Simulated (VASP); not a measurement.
# Mn (Fm-3m) in VASP: further runs

Runs on Mn. Level: HSE06. Tasks: single point.

Program: VASP 6.6.1. These are calculated values, not measurements. Logs are shortened: lines on timing, memory, paths and dates and some standing lists are left out, and cuts for length are marked.

### 1 The cell of the first run

Symmetry: Fm-3m, No. 225, cubic system. The conventional cell has a = 3.441 Å, b = 3.441 Å, c = 3.441 Å, α = 90.00°, β = 90.00°, γ = 90.00°. Within 3.2 Å of Mn (site symmetry m-3m) lie 12 Mn at 2.43 Å.

### 2 Single point, HSE06

POSCAR

```
Mn
1.0
    0.0000000000      1.7203332519      1.7203332519
    1.7203332519      0.0000000000      1.7203332519
    1.7203332519      1.7203332519      0.0000000000
Mn
1
Direct
    0.0000000000      0.0000000000      0.0000000000
```

INCAR.step1

```
SYSTEM = Mn
PREC = Accurate
ENCUT = 520
EDIFF = 1E-5
ISMEAR = -1
SIGMA = 0.1
LREAL = .FALSE.
LASPH = .TRUE.
NELM = 100
ALGO = Normal
ISIF = 2
LWAVE = .TRUE.
GGA = PE
NBANDS = 12
```

INCAR.step2

```
SYSTEM = Mn
PREC = Accurate
ENCUT = 520
EDIFF = 1E-6
ISMEAR = -1
SIGMA = 0.1
LREAL = .FALSE.
LASPH = .TRUE.
NELM = 100
ALGO = Normal
ISIF = 2
LWAVE = .FALSE.
LCHARG = .TRUE.
GGA = PE
LHFCALC = .TRUE.
HFSCREEN = 0.2079
PRECFOCK = Normal
LELF = .TRUE.
LVHAR = .TRUE.
ISTART = 1
NBANDS = 12
```

KPOINTS

```
Automatic mesh
0
G
  6 6 6
  0 0 0
```

Potentials or basis: VASP PAW PBE potentials, release 64 (Mn_pv).

Run with:

```sh
> cat potpaw_PBE.64/Mn_pv/POTCAR > POTCAR
> cp INCAR.step1 INCAR
> mpirun -np 1 vasp_std > vasp.out
> cp INCAR.step2 INCAR
> mpirun -np 1 vasp_std > vasp.out
```

OUTCAR:

```text
SYSTEM = Mn
   PREC = Accurate
   ENCUT = 520
   EDIFF = 1E-6
   ISMEAR = -1
   LREAL = .FALSE.
   LASPH = .TRUE.
   NELM = 100
   ISIF = 2
   GGA = PE
   LHFCALC = .TRUE.
   HFSCREEN = 0.2079
   PRECFOCK = Normal
   ISTART = 1

 ion  position               nearest neighbor table
   1  0.000  0.000  0.000-

  LATTYP: Found a face centered cubic cell.
 ALAT       =     3.4406665038

  Lattice vectors:

 A1 = (   0.0000000000,   1.7203332519,   1.7203332519)
 A2 = (   1.7203332519,   0.0000000000,   1.7203332519)
 A3 = (   1.7203332519,   1.7203332519,   0.0000000000)

Analysis of symmetry for initial positions (statically):
=====================================================================
 Subroutine PRICEL returns:
 Original cell was already a primitive cell.

 Routine SETGRP: Setting up the symmetry group for a
 face centered cubic supercell.

 Subroutine GETGRP returns: Found 48 space group operations
 (whereof 48 operations were pure point group operations)
 out of a pool of 48 trial point group operations.

The static configuration has the point symmetry O_h .

Analysis of symmetry for dynamics (positions and initial velocities):
=====================================================================
 Subroutine PRICEL returns:
 Original cell was already a primitive cell.

 Routine SETGRP: Setting up the symmetry group for a
 face centered cubic supercell.

 Subroutine GETGRP returns: Found 48 space group operations
 (whereof 48 operations were pure point group operations)
 out of a pool of 48 trial point group operations.

The dynamic configuration has the point symmetry O_h .

 Subroutine INISYM returns: Found 48 space group operations
 (whereof 48 operations are pure point group operations),
 and found     1 'primitive' translations

----------------------------------------------------------------------------------------

                                     Primitive cell

  volume of cell :      10.1828

  direct lattice vectors                    reciprocal lattice vectors
     0.000000000  1.720333252  1.720333252    -0.290641362  0.290641362  0.290641362
     1.720333252  0.000000000  1.720333252     0.290641362 -0.290641362  0.290641362
     1.720333252  1.720333252  0.000000000     0.290641362  0.290641362 -0.290641362

  length of vectors
     2.432918617  2.432918617  2.432918617     0.503405606  0.503405606  0.503405606

  position of ions in fractional coordinates (direct lattice)
     0.000000000  0.000000000  0.000000000

  ion indices of the primitive-cell ions
   primitive index   ion index
                 1           1

----------------------------------------------------------------------------------------

 KPOINTS: Automatic mesh

Automatic generation of k-mesh.
 Grid dimensions read from file:
 generate k-points for:    6    6    6

 Generating k-lattice:

  Cartesian coordinates                     Fractional coordinates (reciprocal lattice)
    -0.048440227  0.048440227  0.048440227     0.166666667  0.000000000  0.000000000
     0.048440227 -0.048440227  0.048440227     0.000000000  0.166666667  0.000000000
     0.048440227  0.048440227 -0.048440227     0.000000000  0.000000000  0.166666667

  Length of vectors
     0.083900934  0.083900934  0.083900934

  Shift w.r.t. Gamma in fractional coordinates (k-lattice)
     0.000000000  0.000000000  0.000000000

 Subroutine IBZKPT returns following result:
 ===========================================

 Found     16 irreducible k-points:

 Following reciprocal coordinates:
            Coordinates               Weight
  0.000000  0.000000  0.000000      1.000000
  0.166667  0.000000  0.000000      8.000000
  0.333333  0.000000  0.000000      8.000000
  0.500000  0.000000  0.000000      4.000000
  0.166667  0.166667  0.000000      6.000000
  0.333333  0.166667  0.000000     24.000000
[... 8 lines left out ...]
 -0.333333  0.333333  0.166667     24.000000
 -0.333333  0.500000  0.166667     12.000000
   k-points           NKPTS =     16   k-points in BZ     NKDIM =    216   number of bands    NBANDS=     12
   number of dos      NEDOS =    301   number of ions     NIONS =      1
   total plane-waves  NPLWV =   5832
   dimension x,y,z NGX =    18 NGY =   18 NGZ =   18
   dimension x,y,z NGXF=    36 NGYF=   36 NGZF=   36
   ions per type =               1
   NGX,Y,Z   is equivalent  to a cutoff of  12.30, 12.30, 12.30 a.u.
   NGXF,Y,Z  is equivalent  to a cutoff of  24.60, 24.60, 24.60 a.u.
 SYSTEM =  Mn
   PREC   = accura    normal or accurate (medium, high low for compatibility)
   ISTART =      1    job   : 0-new  1-cont  2-samecut
   ICHARG =      0    charge: 1-file 2-atom 10-const
   ISPIN  =      1    spin polarized calculation?
   LNONCOLLINEAR =      F non collinear calculations
   LSORBIT =      F    spin-orbit coupling
   LASPH  =      T    aspherical Exc in radial PAW
   ENCUT  =  520.0 eV  38.22 Ry    6.18 a.u.   4.52  4.52  4.52*2*pi/ulx,y,z
   NELM   =    100;   NELMIN=  2; NELMDL=  0     # of ELM steps
   EDIFF  = 0.1E-05   stopping-criterion for ELM
   LREAL  =      F    real-space projection
   EDIFFG = 0.1E-04   stopping-criterion for IOM
   NSW    =      0    number of steps for IOM
   IBRION =     -1    ionic relax: 0-MD 1-quasi-New 2-CG
   NFREE  =      0    steps in history (QN), initial steepest desc. (CG)
   ISIF   =      2    stress and relaxation
   ISYM   =      3    0-nonsym 1-usesym 2-fastsym
   POTIM  = 0.5000    time-step for ionic-motion
   TEBEG  =    0.0;   TEEND  =   0.0 temperature during run
   PSTRESS=    0.0 pullay stress
   NELECT =      13.0000    total number of electrons
   NUPDOWN=      -1.0000    fix difference up-down
   EMIN   =  10.00;   EMAX   =-10.00  energy-range for DOS
   EFERMI =   0.00;   METHOD = LEGACY
   ISMEAR =    -1;   SIGMA  =   0.10  broadening in eV -4-tet -1-fermi 0-gaus
   EFERMI_NEDOS =   21; number of points for ismear=-14 and -15
   IALGO  =     38    algorithm
   IMIX   =      1    mixing-type and parameters
     AMIX     =   0.40;   BMIX     =  1.00
     AMIX_MAG =   1.60;   BMIX_MAG =  1.00
  volume/ion in A,a.u.               =      10.18        68.72
  Fermi-wavevector in a.u.,A,eV,Ry     =   1.775961  3.356079 42.913274  3.154037
  Thomas-Fermi vector in A             =   2.841650
   LORBIT       =      0    0 simple, 1 ext, 2 COOP (PROOUT), +10 PAW based schemes
   GGA     = PE    functional components
   LHFCALC =     T    Hartree Fock is set to
   PRECFOCK=normal    Normal, Fast or Accurate (Low or Medium for compatibility)
   ENCUT4O =  -1.0   cutoff for four orbital integrals eV
   NKREDX  =     1    reduce k-point grid by
   NKREDY  =     1    reduce k-point grid by
   NKREDZ  =     1    reduce k-point grid by
   AEXX    =    0.2500 exact exchange contribution
   HFSCREEN=    0.2079 screening length (either q_TF or 0.3 A-1)
   HFSCREENC=   0.2079 screening length for correlation (either q_TF or 0.3 A-1)
   ENCUTFOCK=  -1.0 apply spherical cutoff to Coloumb kernel
   IVDW    =     0    specifies the selected vdW correction
   LEPSILON=     F    determine dielectric tensor
   LRPA    =     F    only Hartree local field effects (RPA)
 non-spin polarized calculation
  energy-cutoff  :      520.00
  volume of cell :       10.18
 maximum number of plane-waves:       283
  NGX = 14; NGY = 14; NGZ = 14

 number of electron      13.0000017 magnetization

 Free energy of the ion-electron system (eV)
  ---------------------------------------------------
  ext. energy  EPLUGINS =         0.00000000
  ---------------------------------------------------
  free energy    TOTEN  =       -10.88724910 eV

  energy without entropy =      -10.86624726  energy(sigma->0) =      -10.87674818

 E-fermi :  11.4443     XC(G=0): -11.6254

 val. band max:       10.4621493424   @ k =   0.5000   0.3333   0.0000
 cond. band min:      11.4477777551   @ k =   0.5000   0.0000   0.0000
 fundamental gap:      0.9856284127
 Fermi energy:        11.4442539460

 k-point     1 :       0.0000    0.0000    0.0000
  band No.  band energies     occupation
      1     -40.3680      2.00000
      2     -40.3680      2.00000
      3     -40.3680      2.00000
      4       1.3293      2.00000
      5       8.9054      2.00000
      6       8.9054      2.00000
      7       8.9054      2.00000
      8      12.5713      0.00003
      9      12.5713      0.00003
     10      34.1101      0.00000
     11      40.4649      0.00000
     12      40.4649      0.00000

 k-point     2 :       0.1667    0.0000    0.0000
  band No.  band energies     occupation
      1     -40.6341      2.00000
      2     -40.4019      2.00000
      3     -40.4019      2.00000
      4       2.6282      2.00000
      5       8.4721      2.00000
      6       9.3277      2.00000
      7       9.3277      2.00000
      8      12.3599      0.00021
      9      12.3599      0.00021
     10      32.9451      0.00000
     11      35.6744      0.00000
     12      40.8139      0.00000

 k-point     3 :       0.3333    0.0000    0.0000
  band No.  band energies     occupation
      1     -41.1507      2.00000
      2     -40.4682      2.00000
      3     -40.4682      2.00000
      4       4.8119      2.00000
      5       9.0673      2.00000
      6       9.4869      2.00000
      7       9.4869      2.00000
      8      12.8507      0.00000
      9      12.8507      0.00000
     10      26.0098      0.00000
     11      33.9391      0.00000
     12      40.7039      0.00000

 k-point     4 :       0.5000    0.0000    0.0000
  band No.  band energies     occupation
      1     -41.4013      2.00000
      2     -40.5002      2.00000
      3     -40.5002      2.00000
      4       5.0718      2.00000
      5       9.2724      2.00000
      6       9.2724      2.00000
      7      11.4478      0.98238
      8      13.5096      0.00000
      9      13.5096      0.00000
     10      21.7879      0.00000
     11      32.8360      0.00000
     12      39.7712      0.00000

 k-point     5 :       0.1667    0.1667    0.0000
  band No.  band energies     occupation
      1     -40.6255      2.00000
      2     -40.4600      2.00000
      3     -40.4600      2.00000
      4       3.0490      2.00000
      5       7.9635      2.00000
      6       9.7701      2.00000
      7       9.7701      2.00000
      8      11.5101      0.68236
      9      12.8932      0.00000
     10      34.6438      0.00000
     11      35.9770      0.00000
     12      37.2885      0.00000
[... 108 lines left out ...]
      1     -41.3242      2.00000
      2     -40.7266      2.00000
      3     -40.7265      2.00000
      4       5.2721      2.00000
      5       5.5887      2.00000
      6      13.3710      0.00000
      7      13.3710      0.00000
      8      14.0644      0.00000
      9      15.1594      0.00000
     10      25.5745      0.00000
     11      28.7733      0.00000
     12      28.7733      0.00000

 k-point    14 :       0.5000    0.3333    0.1667
  band No.  band energies     occupation
      1     -41.1314      2.00000
      2     -40.7751      2.00000
      3     -40.5903      2.00000
      4       6.6898      2.00000
      5       7.0636      2.00000
      6       8.6421      2.00000
      7      11.9854      0.00889
      8      12.3691      0.00019
      9      15.7835      0.00000
     10      27.4091      0.00000
     11      28.0626      0.00000
     12      32.1466      0.00000

 k-point    15 :      -0.3333    0.3333    0.1667
  band No.  band energies     occupation
      1     -41.1576      2.00000
      2     -40.8975      2.00000
      3     -40.6472      2.00000
      4       7.0919      2.00000
      5       7.3655      2.00000
      6       8.2999      2.00000
      7      11.7092      0.13205
      8      13.0976      0.00000
      9      19.5785      0.00000
     10      21.9633      0.00000
     11      28.3902      0.00000
     12      29.8673      0.00000

 k-point    16 :      -0.3333    0.5000    0.1667
  band No.  band energies     occupation
      1     -41.1749      2.00000
      2     -40.8769      2.00000
      3     -40.7420      2.00000
      4       6.3249      2.00000
      5       6.5884      2.00000
      6       9.5336      2.00000
      7      12.7963      0.00000
      8      13.4093      0.00000
      9      19.7705      0.00000
     10      25.2312      0.00000
     11      25.3124      0.00000
     12      27.2795      0.00000

------------------------ aborting loop because EDIFF is reached ----------------------------------------

  FORCE on cell =-STRESS in cart. coord.  units (eV):
  Direction    XX          YY          ZZ          XY          YZ          ZX
  --------------------------------------------------------------------------------------
  -------------------------------------------------------------------------------------
  Total        0.1069314      0.1069314      0.1069314      0.0000000      0.0000000      0.0000000
  in kB       16.8247314     16.8247314     16.8247314      0.0000000      0.0000000      0.0000000
  external PRESSURE =      16.8247314 kB  Pullay stress =       0.0000000 kB

 VOLUME and BASIS-vectors are now :
 -----------------------------------------------------------------------------
  energy-cutoff  :      520.00
  volume of cell :       10.18
      direct lattice vectors                 reciprocal lattice vectors
     0.000000000  1.720333252  1.720333252    -0.290641362  0.290641362  0.290641362
     1.720333252  0.000000000  1.720333252     0.290641362 -0.290641362  0.290641362
     1.720333252  1.720333252  0.000000000     0.290641362  0.290641362 -0.290641362

 POSITION                                       TOTAL-FORCE (eV/Angst)
 -----------------------------------------------------------------------------------
      0.00000      0.00000      0.00000         0.000000      0.000000      0.000000
 -----------------------------------------------------------------------------------
    total drift:                                0.000000      0.000001      0.000001

  FREE ENERGIE OF THE ION-ELECTRON SYSTEM (eV)
  ---------------------------------------------------
  free  energy   TOTEN  =       -10.8872490990 eV

  energy  without entropy=      -10.8662472552  energy(sigma->0) =      -10.87674818
```

Wall time 10 min (1 thread of AMD EPYC 7R43 (Zen 3), shared host); peak memory 0.18 GiB.

Results:

```yaml
Free_energy: -10.8872 eV
Pressure: 1.7 GPa
```

Caveat: the k points lie up to 0.53 Å⁻¹ apart; the PAW data sets were made with another functional, which shifts forces and pressure a little; the run has no spin polarisation, though such a crystal can be magnetic.

### 3 Single point, HSE06

POSCAR is that of step 2.

INCAR.step1

```
PREC     = Accurate       # precision mode
ENCUT    = 520            # plane-wave cutoff, eV
EDIFF    = 1E-5           # SCF threshold, eV
ISMEAR   = -1             # smearing method
SIGMA    = 0.1            # smearing width, eV
LREAL    = F              # projectors in reciprocal space
LASPH    = T              # aspherical terms in the spheres
NELM     = 100            # most SCF steps
ALGO     = Normal         # electronic algorithm
ISIF     = 2              # what is computed and relaxed
LWAVE    = T              # write WAVECAR
GGA      = PE             # functional
NBANDS   = 12             # bands
```

INCAR.step2

```
PREC     = Accurate       # precision mode
ENCUT    = 520            # plane-wave cutoff, eV
EDIFF    = 1E-6           # SCF threshold, eV
ISMEAR   = -1             # smearing method
SIGMA    = 0.1            # smearing width, eV
LREAL    = F              # projectors in reciprocal space
LASPH    = T              # aspherical terms in the spheres
NELM     = 100            # most SCF steps
ALGO     = Normal         # electronic algorithm
ISIF     = 2              # what is computed and relaxed
LWAVE    = F              # write WAVECAR
LCHARG   = T              # write CHGCAR
GGA      = PE             # functional
LHFCALC  = T              # exact exchange
HFSCREEN = 0.2079         # screening, 1/A
PRECFOCK = Normal       
LELF     = T              # ELF
LVHAR    = T            
ISTART   = 1            
NBANDS   = 12             # bands
```

KPOINTS

```
regular mesh
0
Gamma
  6 6 6
```

Potentials or basis: VASP PAW PBE potentials, release 64 (Mn_pv).

Run with:

```sh
> cat potpaw_PBE.64/Mn_pv/POTCAR > POTCAR
> cp INCAR.step1 INCAR
> mpirun -np 1 vasp_std > vasp.out
> cp INCAR.step2 INCAR
> mpirun -np 1 vasp_std > vasp.out
```

It took 11 min on 1 thread of AMD EPYC 7R43 (Zen 3), shared host; peak memory 0.18 GiB.

Results (log left out):

| Quantity | Value |
| --- | --- |
| Free energy | -10.8872 eV |
| Pressure | 1.7 GPa |

Levels at points of the mesh, in eV from the Fermi level:
```tsv
k point	band 4	band 5	band 6	band 7	band 8	band 9
(0.00, 0.00, 0.00)	-10.11	-2.54	-2.54	-2.54	1.13	1.13
(0.50, 0.00, 0.00)	-6.37	-2.17	-2.17	0.00	2.07	2.07
(0.50, 0.50, 0.00)	-6.17	-5.86	1.93	1.93	2.62	3.72
```

Caveat: the k points lie up to 0.53 Å⁻¹ apart; the PAW data sets were made with another functional, which shifts forces and pressure a little; the run has no spin polarisation, though such a crystal can be magnetic.
